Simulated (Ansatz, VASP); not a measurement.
Mg2Si in VASP and in Ansatz

```
CELL_PARAMETERS angstrom
0.00000 3.16897 3.16897
3.16897 0.00000 3.16897
3.16897 3.16897 0.00000
ATOMIC_POSITIONS crystal
Mg 0.25000 0.25000 0.25000
Mg 0.75000 0.75000 0.75000
Si 0.00000 0.00000 0.00000
```

Alike in both runs: task single point; functional r2SCAN; k mesh 6 × 6 × 6; no spin polarisation.

|  | VASP | Ansatz |
| --- | --- | --- |
| version | VASP 6.6.1 | Ansatz 0.2.0 |
| potentials or method | VASP PAW PBE potentials, release 64 (Mg, Si) | plane waves, PAW |
| plane-wave cutoff (eV) | 660 | 500 |
| occupations | gaussian, width 0.01 eV | fixed |
| valence electrons in the cell | 8 | 24 |

Ansatz gave:

- gap on the k mesh at the Fermi level (eV): 0.44
- pressure (GPa): 0.0

Question: What did VASP give for the same quantities?

Answer: gap on the k mesh at the Fermi level (eV): 0.44; pressure (GPa): -0.3.

VASP's potentials were made for PBE, not for r2SCAN. VASP's potentials hold 8 valence electrons a cell and Ansatz's 24, so a difference there can come from the potentials and not from the codes.
